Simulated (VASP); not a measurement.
# RbTl3Cd4 (P1) in VASP: notebook, part 2 of 2

VASP 6.6.1. Earlier steps stand in the parts before.

## 3. Single point, PBE

Input file INCAR:

```
ALGO     = Normal         # electronic algorithm
EDIFF    = 1E-6           # SCF threshold, eV
ENCUT    = 520            # plane-wave cutoff, eV
GGA      = PE             # functional
ISIF     = 2              # what is computed and relaxed
ISMEAR   = 1              # smearing method
LASPH    = True           # aspherical terms in the spheres
LCHARG   = False          # write CHGCAR
LREAL    = False          # projectors in reciprocal space
LWAVE    = False          # write WAVECAR
NBANDS   = 58             # bands
NELM     = 100            # most SCF steps
PREC     = Accurate       # precision mode
SIGMA    = 0.15           # smearing width, eV
```

Input file KPOINTS:

```
k-points
0
Gamma
  4 4 2
```

Input file POSCAR:

```
RbTl3Cd4
1.0
    4.4892780000      0.0378310000      0.0792390000
   -2.2118770000      3.8707930000      0.1161230000
   -2.0156590000      1.7725470000     12.7744580000
Rb Cd Tl
1 4 3
Direct
    0.5220702019      0.4900055105      0.4870458511
    0.0849347765      0.9470382689      0.2577368784
    0.9476819383      0.0800099683      0.7627358932
    0.2420876487      0.6481429582      0.9194646780
    0.6929616842      0.3004646098      0.0939880625
    0.2518102114      0.7521063914      0.6870314936
    0.8061926689      0.2592523016      0.3042378741
    0.9986970660      0.9601660693      0.0018071122
```

Potentials or basis: VASP PAW PBE potentials, release 64 (Rb_sv, Cd, Tl_d).

Started as:

```sh
cat potpaw_PBE.64/Rb_sv/POTCAR potpaw_PBE.64/Cd/POTCAR potpaw_PBE.64/Tl_d/POTCAR > POTCAR
mpirun -np 1 vasp_std > vasp.out
```

It took 2.2 min on 1 thread of Intel Xeon 6975P-C (Granite Rapids), shared host; peak memory 0.47 GiB.

It converged, with:

* Free energy: -7.7487 eV
* Pressure: 11.5 GPa
* Largest force: 2.663 eV/Å
* Band gap on the k mesh: zero (bands 48 and 49 overlap by 2.47 eV)

Forces on the atoms (eV/Å):
```
Rb  -0.144  0.059  0.499
Cd   2.114 -0.393 -0.962
Cd  -0.244 -0.952  0.179
Cd   1.409  0.049 -1.143
Cd  -0.147 -1.316 -0.207
Tl   0.164  0.901 -0.744
Tl  -1.885  0.456  1.824
Tl  -1.267  1.196  0.554
```

Stress tensor (GPa, compression positive):
```
10.04 -4.06 -2.54
-4.06 14.67 -1.40
-2.54 -1.40  9.94
```

Levels at points of the mesh, in eV from the Fermi level:
```csv
k point,band 45,band 46,band 47,band 48,band 49,band 50,band 51,band 52
"(0.00, 0.00, 0.00)",1.26,1.74,1.82,1.90,2.21,2.23,2.41,2.69
"(0.50, 0.00, 0.00)",-3.14,-1.56,-0.86,-0.66,0.48,0.69,1.36,1.43
"(0.00, 0.50, 0.00)",-3.08,-1.38,-1.05,-0.66,0.12,0.61,1.35,1.78
"(0.50, 0.50, 0.00)",-3.20,-1.32,-1.21,-0.73,0.25,1.08,1.32,1.62
"(0.00, 0.00, 0.50)",0.25,1.22,1.83,1.95,2.27,2.40,2.63,3.02
"(0.50, 0.00, 0.50)",-3.18,-1.50,-1.18,-0.64,0.38,1.37,1.51,1.60
"(0.00, 0.50, 0.50)",-3.31,-1.51,-0.91,-0.63,0.46,0.56,1.51,1.60
"(0.50, 0.50, 0.50)",-3.10,-1.34,-1.05,-0.73,0.33,0.46,1.17,1.64
```

Caveat: the k points lie up to 0.41 Å⁻¹ apart, too coarse for converged energies and pressures of a metal; spin-orbit coupling is left out, which moves the levels of the heavy elements; forces of over 1 eV/Å act on the atoms, so gaps and moduli don't describe the material at rest.

## 4. Single point, PBE

Input file INCAR:

```
PREC = Accurate
ENCUT = 520
EDIFF = 1E-6
ISMEAR = 1
SIGMA = 0.15
LREAL = F
LASPH = T
NELM = 100
ALGO = Normal
ISIF = 2
LWAVE = F
LCHARG = F
GGA = PE
NBANDS = 58
```

Input file KPOINTS:

```
Automatic mesh
0
Gamma
  4 4 2
```

Input file POSCAR:

```
RbTl3Cd4
1.0
    4.4892780000      0.0378310000      0.0792390000
   -2.2118770000      3.8707930000      0.1161230000
   -2.0156590000      1.7725470000     12.7744580000
Rb Cd Tl
1 4 3
Direct
    0.5218102484      0.4892743743      0.4876680693
    0.0902305039      0.9474848463      0.2561662845
    0.9443417193      0.0784769331      0.7636461234
    0.2506086595      0.6449745801      0.9179734778
    0.6881438563      0.2954623314      0.0937816068
    0.2506393616      0.7537355749      0.6860036294
    0.8023394453      0.2585854728      0.3045086299
    0.9967240282      0.9665841066      0.0023575903
```

Potentials or basis: VASP PAW PBE potentials, release 64 (Rb_sv, Cd, Tl_d).

Started as:

```sh
cat potpaw_PBE.64/Rb_sv/POTCAR potpaw_PBE.64/Cd/POTCAR potpaw_PBE.64/Tl_d/POTCAR > POTCAR
mpirun -np 1 vasp_std > vasp.out
```

OUTCAR:

```text
PREC = Accurate
   ENCUT = 520
   EDIFF = 1E-6
   ISMEAR = 1
   LREAL = F
   LASPH = T
   NELM = 100
   ISIF = 2
   GGA = PE

 ion  position               nearest neighbor table
   1  0.522  0.489  0.488-   7 3.40   7 3.47   6 3.49   7 3.60   6 3.63   6 3.75   2 3.76   2 3.97
                             2 4.08   3 4.25   3 4.31   3 4.57
   2  0.090  0.947  0.256-   7 2.52   7 2.65   7 2.84   5 3.18   5 3.23   8 3.27   5 3.57   1 3.76
                             1 3.97   1 4.08
   3  0.944  0.078  0.764-   6 2.64   6 2.83   6 2.87   8 3.04   4 3.13   4 3.23   4 3.41   1 4.25
                             1 4.31   1 4.57
   4  0.251  0.645  0.918-   8 2.68   8 2.68   6 2.96   8 3.08   3 3.13   5 3.20   3 3.23   3 3.41
[... 1438 lines left out ...]
  external PRESSURE =     109.6339286 kB  Pullay stress =       0.0000000 kB

 VOLUME and BASIS-vectors are now :
 -----------------------------------------------------------------------------
  energy-cutoff  :      520.00
  volume of cell :      222.43
      direct lattice vectors                 reciprocal lattice vectors
     4.489278000  0.037831000  0.079239000     0.221383309  0.125980954  0.017450924
    -2.211877000  3.870793000  0.116123000    -0.001541256  0.258547829 -0.036118544
    -2.015659000  1.772547000 12.774458000    -0.001359214 -0.003131714  0.078501287

 POSITION                                       TOTAL-FORCE (eV/Angst)
 -----------------------------------------------------------------------------------
      0.27736      2.77803      6.32786        -0.145813      0.073124      0.455271
     -2.20699      4.12500      3.38956         1.643917     -0.193205     -0.840435
      2.52658      1.69309      9.83911        -0.195806     -0.884762      0.149264
     -2.15187      4.13320     11.82137         0.889481      0.556622     -0.944508
      2.24671      1.33594      1.28685        -0.107830     -1.015963     -0.274718
     -1.92473      4.14301      8.87071         0.132853      0.800804     -0.721169
      2.41618      1.57104      3.98354        -1.432252      0.253716      1.715993
      2.33185      3.78333      0.22134        -0.784550      0.409663      0.460303
 -----------------------------------------------------------------------------------
    total drift:                                0.000206     -0.000121      0.000030

  FREE ENERGIE OF THE ION-ELECTRON SYSTEM (eV)
  ---------------------------------------------------
  free  energy   TOTEN  =        -8.0154894603 eV

  energy  without entropy=       -8.0200465348  energy(sigma->0) =       -8.01700849
```

stdout:

```text
POSCAR found type information on POSCAR RbCdTl
 POSCAR found :  3 types and       8 ions
 scaLAPACK will be used
 LDA part: xc-table for (Slater+PW92), standard interpolation
 POSCAR, INCAR and KPOINTS ok, starting setup
 FFT: planning ... GRIDC
 FFT: planning ... GRID_SOFT
 FFT: planning ... GRID
 WAVECAR not read
 entering main loop
```

It took 2.1 min on 1 thread of Intel Xeon 6975P-C (Granite Rapids), shared host; peak memory 0.47 GiB.

What came out:

| Quantity | Value |
| --- | --- |
| Free energy | -8.0155 eV |
| Pressure | 11.0 GPa |
| Largest force | 2.250 eV/Å |
| Band gap on the k mesh | zero (bands 48 and 49 overlap by 2.49 eV) |

Forces in eV/Å, atoms in the order of the input:
```
Rb  -0.146  0.073  0.455
Cd   1.644 -0.193 -0.840
Cd  -0.196 -0.885  0.149
Cd   0.889  0.557 -0.945
Cd  -0.108 -1.016 -0.275
Tl   0.133  0.801 -0.721
Tl  -1.432  0.254  1.716
Tl  -0.785  0.410  0.460
```

Caveat: the k points lie up to 0.41 Å⁻¹ apart, too coarse for converged energies and pressures of a metal; spin-orbit coupling is left out, which moves the levels of the heavy elements; forces of over 1 eV/Å act on the atoms, so gaps and moduli don't describe the material at rest.

## 5. The runs side by side

| cell | gap on the mesh (eV) | pressure (GPa) | largest force (eV/Å) |
| --- | --- | --- | --- |
| as given, atomic positions A | none | 12.0 | 2.79 |
| as given, atomic positions B | none | 11.5 | 2.66 |
| as given, atomic positions C | none | 11.0 | 2.25 |

Alike in all rows: task single point; level PBE; potentials or basis VASP PAW PBE potentials, release 64 (Rb_sv, Cd, Tl_d); no spin polarisation; k mesh 4 × 4 × 2; cutoff (eV) 520; smearing methfessel-paxton 0.15 eV.

Caveats: all runs use coarse meshes; spin-orbit coupling is left out, which moves the levels of the heavy elements; forces of over 1 eV/Å act on the atoms, so gaps and moduli don't describe the material at rest.

Total energies depend on the potentials used, so only differences within one code and one set of settings carry meaning.
